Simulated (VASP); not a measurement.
The system is PbF2.

```
Pb F
1.0
     0.00000    2.95795    2.95795
     2.95795    0.00000    2.95795
     2.95795    2.95795    0.00000
Pb F
1 2
Direct
  0.00000 0.00000 0.00000
  0.75000 0.75000 0.75000
  0.25000 0.25000 0.25000
```

- Program: VASP 6.6.1
- Task: relaxation of cell and atoms
- Functional: PBE
- Potentials or basis: VASP PAW PBE potentials, release 64 (Pb_d, F)
- Cutoff: 600 eV
- k mesh: 8 × 8 × 8
- Occupations: gaussian, width 0.02 eV
- Spin: no spin polarisation

At the start: pressure 2.9 GPa; volume 17.25 Å³/atom.

Problem. Where does the relaxation end?

Solution. Over 3 steps the energy falls by 6.1 meV/atom and the volume is 17.95 Å³/atom (+4.0 %); space group Fm-3m (No. 225, to 0.1 Å) before and after.

Step by step:
| step | energy change (eV) | largest force (eV/Å) | pressure (GPa) | volume (Å³) |
| --- | --- | --- | --- | --- |
| 1 | 0.0000 | 0.0000 | 2.90 | 51.76 |
| 2 | -0.0179 | 0.0000 | -0.35 | 54.14 |
| 3 | -0.0182 | 0.0000 | 0.00 | 53.85 |

Final structure:
```cif
data_structure
_symmetry_space_group_name_H-M 'P 1'
_symmetry_Int_Tables_number 1
_cell_length_a 4.2386
_cell_length_b 4.2386
_cell_length_c 4.2386
_cell_angle_alpha 60.000
_cell_angle_beta 60.000
_cell_angle_gamma 60.000
_cell_volume 53.85
loop_
_atom_site_label
_atom_site_type_symbol
_atom_site_fract_x
_atom_site_fract_y
_atom_site_fract_z
_atom_site_occupancy
Pb1 Pb 0.00000 0.00000 0.00000 1
F1 F 0.75000 0.75000 0.75000 1
F2 F 0.25000 0.25000 0.25000 1
```
